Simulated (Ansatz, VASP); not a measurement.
Y2LuN3: VASP beside Ansatz

```xyz
6
Lattice="3.4352 0.0000 0.0000 -1.7176 2.9750 0.0000 0.0000 0.0000 8.4162" Properties=species:S:1:pos:R:3 pbc="T T T"
Y     0.0000    1.9833    5.6307
Y     1.7176    0.9917    2.7855
Lu    0.0000    0.0000    0.0000
N     0.0000    1.9833    1.3612
N     1.7176    0.9917    7.0550
N     0.0000    0.0000    4.2081
```

Change from the starting cell: relaxed end of: species swapped into the Mg2ZnO3 type (P-3m1, No. 164).

Alike in both runs: task single point; functional PBE; k mesh 6 × 6 × 2; occupations gaussian, width 0.1 eV; no spin polarisation.

```csv
,VASP,Ansatz
version,VASP 6.6.1,Ansatz 0.2.0
potentials or method,"VASP PAW PBE potentials, release 64 (Y_sv, Lu, N), cutoff 520 eV","scalar-relativistic, plane waves, PAW"
valence electrons in the cell,62,62
```

Ansatz gave:

- gap on the k mesh at the Fermi level (eV): 0.11
- least direct gap on the mesh (eV): 0.60
- pressure (GPa): 0.0
- traceless stress, the component that is largest in VASP (GPa): -0.10
- rms of the force components (eV/Å): 0.001

What did VASP give for the same quantities?

gap on the k mesh at the Fermi level (eV): 0.10; least direct gap on the mesh (eV): 0.59; pressure (GPa): 0.2; traceless stress, the component that is largest in VASP (GPa): -0.11; rms of the force components (eV/Å): 0.016.

Atom by atom the forces differ by 0.016 eV/Å (rms over components). The functional is the same, so the differences come from potentials, cutoffs and numerics.

Spin-orbit coupling is off throughout.
